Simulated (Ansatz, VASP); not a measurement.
## One calculation of Be, two programs

```
CELL_PARAMETERS angstrom
3.75072 0.05846 -0.01136
0.05846 3.74339 0.00454
-0.00692 0.00276 2.25900
ATOMIC_POSITIONS crystal
Be 0.29501 0.30544 0.99474
Be 0.69543 0.70118 0.00395
Be 0.19621 0.80332 0.50640
Be 0.80179 0.21104 0.50194
```

Alike in both runs: task single point; functional LDA; k mesh 4 × 4 × 7; occupations gaussian, width 0.1 eV; no spin polarisation.

|  | VASP | Ansatz |
| --- | --- | --- |
| version | VASP 6.6.1 | Ansatz 0.2.0 |
| potentials or method | VASP PAW LDA potentials, release 64 (Be), cutoff 520 eV | plane waves, PAW |
| valence electrons in the cell | 8 | 8 |

```csv
,VASP,Ansatz,Ansatz less VASP
pressure (GPa),-3.0,-3.4,-0.40
"traceless stress, the component that is largest in VASP (GPa)",-6.23,-6.26,-0.022
rms of the force components (eV/Å),0.120,0.120,-0.0005
```

LDA's correlation is that of Perdew and Zunger in VASP and of Perdew and Wang (1992) in Ansatz. Atom by atom the forces differ by 0.001 eV/Å (rms over components). Ansatz's warnings: stress scf threshold loose.

The k mesh is coarse, so the values compare programs but aren't converged.
